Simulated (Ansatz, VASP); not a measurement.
One calculation of Si5Ge, two programs

Contents of INCAR:

```
SYSTEM = Si5Ge
PREC = Accurate
ENCUT = 520
EDIFF = 1E-7
ISMEAR = 0
SIGMA = 0.1
LREAL = .False.
LASPH = .True.
NELM = 80
ALGO = Normal
ISIF = 2
LWAVE = .False.
LCHARG = .True.
GGA = PE
LELF = .True.
LVHAR = .True.
NBANDS = 26
```

Contents of KPOINTS:

```
regular mesh
0
Gamma
  6 6 2
  0 0 0
```

POSCAR

```
Si5Ge
1.0
    2.8211855700      0.0000000000      0.0000000000
   -1.4105927900      2.4432183800      0.0000000000
    0.0000000000      0.0000000000     13.8209302600
Si Ge
5 1
Direct
    0.6666666700      0.3333333300      0.6666666700
    0.3333333300      0.6666666700      0.8333333300
    0.6666666700      0.3333333300      0.1666666700
    0.3333333300      0.6666666700      0.3333333300
    0.0000000000      0.0000000000      0.5000000000
    0.0000000000      0.0000000000      0.0000000000
```

Input for Ansatz:

```yaml
crystal:
  lattice:
    - [2.82118557, 0.0, 0.0]
    - [-1.41059279, 2.44321838, 0.0]
    - [0.0, 0.0, 13.82093026]
  atoms:
    - { symbol: Si, position: [0.66666667, 0.33333333, 0.66666667] }
    - { symbol: Si, position: [0.33333333, 0.66666667, 0.83333333] }
    - { symbol: Si, position: [0.66666667, 0.33333333, 0.16666667] }
    - { symbol: Si, position: [0.33333333, 0.66666667, 0.33333333] }
    - { symbol: Si, position: [0.0, 0.0, 0.5] }
    - { symbol: Ge, position: [0.0, 0.0, 0.0] }
basis:
  ecutwfc: 420
kpoints:
  mp_grid: { grid: [6, 6, 2] }
hamiltonian:
  xc: pbe
scf:
  occupations: { method: gaussian, width: 0.1 }
  lower_state_search: "off"
output:
  forces: true
  stress: true
  eigenvalues: true
```

Alike in both runs: task single point; functional PBE; k mesh 6 × 6 × 2; occupations gaussian, width 0.1 eV; no spin polarisation.

|  | VASP | Ansatz |
| --- | --- | --- |
| version | VASP 6.6.1 | Ansatz 0.2.0 |
| potentials or method | VASP PAW PBE potentials, release 64 (Si, Ge_d), cutoff 520 eV | scalar-relativistic, plane waves, PAW |
| valence electrons in the cell | 34 | 34 |

```tsv
	VASP	Ansatz	Ansatz less VASP
gap on the k mesh at the Fermi level (eV)	none	none	-
pressure (GPa)	-3.0	-3.0	-0.01
traceless stress, the component that is largest in VASP (GPa)	0.22	0.22	-0.003
rms of the force components (eV/Å)	0.215	0.214	-0.0011
```

Atom by atom the forces differ by 0.001 eV/Å (rms over components). A gap of «none» marks a metal or a gap that the smearing closes. The functional is the same, so the differences come from potentials, cutoffs and numerics.

The k mesh is coarse, so the values compare programs but aren't converged.
